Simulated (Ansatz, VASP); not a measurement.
## AlN in VASP and in Ansatz

```
Al N
1.0
     0.00000    2.20122    2.20122
     2.20122    0.00000    2.20122
     2.20122    2.20122    0.00000
Al N
1 1
Direct
  0.00000 0.00000 0.00000
  0.25000 0.25000 0.25000
```

Alike in both runs: task single point; functional PBE; k mesh 10 × 10 × 10; occupations gaussian, width 0.02 eV; no spin polarisation.

|  | VASP | Ansatz |
| --- | --- | --- |
| version | VASP 6.6.1 | Ansatz 0.2.0 |
| potentials or method | VASP PAW PBE potentials, release 64 (Al, N), cutoff 600 eV | scalar-relativistic, plane waves, PAW |
| valence electrons in the cell | 8 | 8 |

Ansatz gave:

```
gap on the k mesh at the Fermi level (eV) : 3.31
least direct gap on the mesh (eV)         : 3.98
pressure (GPa)                            : 0.0
```

What did VASP give for the same quantities?

gap on the k mesh at the Fermi level (eV): 3.31; least direct gap on the mesh (eV): 3.99; pressure (GPa): -0.3.
